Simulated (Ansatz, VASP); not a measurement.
## Two plane-wave programs on TiAu2O2

File INCAR:

```
PREC = Accurate ; ENCUT = 520
EDIFF = 1E-6 ; ISMEAR = -1
SIGMA = 0.1 ; LREAL = F
LASPH = T ; NELM = 60
ALGO = Normal ; ISIF = 2
LWAVE = F ; LCHARG = F
GGA = PS ; NBANDS = 31
```

KPOINTS

```
regular mesh
0
Gamma
  8 8 8
```

POSCAR

```
TiAu2O2
1.0
    0.0000000000      2.9340887200      0.0000000000
    4.4432524600      0.0000000000      0.0000000000
    2.2216257400      1.4670443600     -4.8271857000
Ti O Au
1 2 2
Direct
    0.0000000000      0.0000000000      0.0000000000
    0.3627000000      0.8627000000      0.2746000000
    0.6373000000      0.1373000000      0.7254000000
    0.3575800000      0.3575800000      0.2848400000
    0.6424200000      0.6424200000      0.7151600000
```

Input for Ansatz:

```yaml
crystal:
  lattice:
    - [0.0, 2.93408872, 0.0]
    - [4.44325246, 0.0, 0.0]
    - [2.22162574, 1.46704436, -4.8271857]
  atoms:
    - { symbol: Ti, position: [0.0, 0.0, 0.0] }
    - { symbol: O, position: [0.3627, 0.8627, 0.2746] }
    - { symbol: O, position: [0.6373, 0.1373, 0.7254] }
    - { symbol: Au, position: [0.35758, 0.35758, 0.28484] }
    - { symbol: Au, position: [0.64242, 0.64242, 0.71516] }
  symmetry: { tolerance: 0.0003 }
kpoints:
  mp_grid: { grid: [8, 8, 8], shift: [0, 0, 0] }
  band_path:
    path:
      - [0.0, 0.0, 0.0]
      - [0.0, 0.0, -0.5]
      - [-0.45381845, 0.0, -0.72690923]
      - [-0.54618155, 0.0, -0.27309077]
      - [0.0, 0.0, 0.0]
      - [0.0, 0.60590683, 0.30295342]
      - [0.0, 0.39409317, -0.30295342]
      - [0.0, 0.0, -0.5]
      - [0.0, 0.0, 0.0]
      - [-0.5, 0.0, -0.5]
      - [-0.5, 0.5, -0.25]
    npoints: 6
magnetization:
  spin_polarized: false
scf:
  occupations: { method: fermi_dirac }
  lower_state_search: "off"
  max_iter: 200
hamiltonian:
  pseudopotentials: { kind: paw }
  xc: pbesol
basis:
  ecutwfc: 420
  fft_grid_basis: typed
output:
  forces: true
  stress: true
  eigenvalues: true
  bader: true
  populations: true
  elf: true
  write_potential: true
  volumetric_format: npy
  dos:
    e_range: [-12, 8]
    de: 0.05
    projected: { site_lists: { Au: [Au], O: [O], Ti: [Ti] } }
checkpoint:
  read: saved_state
```

Alike in both runs: task single point; functional PBEsol; k mesh 8 × 8 × 8; no spin polarisation.

|  | VASP | Ansatz |
| --- | --- | --- |
| version | VASP 6.6.1 | Ansatz 0.2.0 |
| potentials or method | VASP PAW PBE potentials, release 64 (Ti_sv, O, Au), cutoff 520 eV | PAW plane waves |
| occupations | fermi-dirac, width 0.1 eV | fermi-dirac |
| valence electrons in the cell | 46 | 62 |

Ansatz gave:

* pressure (GPa): 11.2
* traceless stress, the component that is largest in VASP (GPa): -11.19
* rms of the force components (eV/Å): 0.507

Question: Which values does VASP return?

Answer: Pressure (GPa): 11.3; traceless stress, the component that is largest in VASP (GPa): -10.92; rms of the force components (eV/Å): 0.486.

VASP's potentials were made for PBE, not for PBEsol. Atom by atom the forces differ by 0.026 eV/Å (rms over components). VASP's potentials hold 46 valence electrons a cell and Ansatz's 62, so a difference there can come from the potentials and not from the codes. Ansatz's warnings: structure snapped to symmetry.

Spin-orbit coupling is off throughout.
